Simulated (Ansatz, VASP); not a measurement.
**Two plane-wave programs on Mn**

```
Mn
1.0
     0.00000    1.71549    1.71549
     1.71549    0.00000    1.71549
     1.71549    1.71549    0.00000
Mn
1
Cartesian
  0.0000 0.0000 0.0000
```

Alike in both runs: task single point; functional RPBE; k mesh 17 × 17 × 17; occupations fermi-dirac, width 0.1 eV; no spin polarisation.

|  | VASP | Ansatz |
| --- | --- | --- |
| version | VASP 6.6.1 | Ansatz 0.2.0 |
| potentials or method | VASP PAW PBE potentials, release 64 (Mn_pv), cutoff 520 eV | plane waves (420 eV) with PAW, scalar-relativistic |
| valence electrons in the cell | 13 | 15 |

|  | VASP | Ansatz | Ansatz less VASP |
| --- | --- | --- | --- |
| pressure (GPa) | 26.5 | 26.5 | -0.04 |

VASP's potentials were made for PBE, not for RPBE. VASP's potentials hold 13 valence electrons a cell and Ansatz's 15, so a difference there can come from the potentials and not from the codes.
